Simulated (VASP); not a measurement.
Input of a VASP 6.6.1 run:

The input INCAR:

```
PREC     = Accurate       # precision mode
ENCUT    = 600            # plane-wave cutoff, eV
EDIFF    = 1E-6           # SCF threshold, eV
ISMEAR   = -1             # smearing method
SIGMA    = 0.05           # smearing width, eV
LREAL    = False          # projectors in reciprocal space
LASPH    = True           # aspherical terms in the spheres
NELM     = 200            # most SCF steps
ALGO     = Normal         # electronic algorithm
ISIF     = 2              # what is computed and relaxed
LWAVE    = False          # write WAVECAR
LCHARG   = True           # write CHGCAR
ISPIN    = 2              # spin polarisation
MAGMOM   = 3 3            # initial moments
LORBIT   = 11             # projections on sites
LMAXMIX  = 4              # l up to which the mixer works
GGA      = PS             # functional
LELF     = True           # ELF
LVHAR    = True         
NBANDS   = 25             # bands
GGA_COMPAT= False
```

KPOINTS

```
regular mesh
0
Gamma
  11 11 6
```

Contents of POSCAR:

```
Cr
1.0
    2.7140000000      0.0000000000      0.0000000000
   -1.3570000000      2.3503929459      0.0000000000
    0.0000000000      0.0000000000      4.4100000000
Cr
2
Direct
    0.6666666667      0.3333333333      0.7500000000
    0.3333333333      0.6666666667      0.2500000000
```

Potentials or basis: VASP PAW PBE potentials, release 64 (Cr_sv).

Command:

```bash
$ cat potpaw_PBE.64/Cr_sv/POTCAR > POTCAR
$ mpirun -np 1 vasp_std > vasp.out
```

Problem. Predict the site moments.

Solution. Cr +0.69 μB.

Problem. Estimate the pressure.

Solution. -34.2 GPa.

Stress tensor (GPa, compression positive):
```
-35.73   0.00   0.00
  0.00 -35.73   0.00
  0.00   0.00 -31.00
```

Caveat: the cell stands under tension; the PAW data sets were made with another functional, which shifts forces and pressure a little.
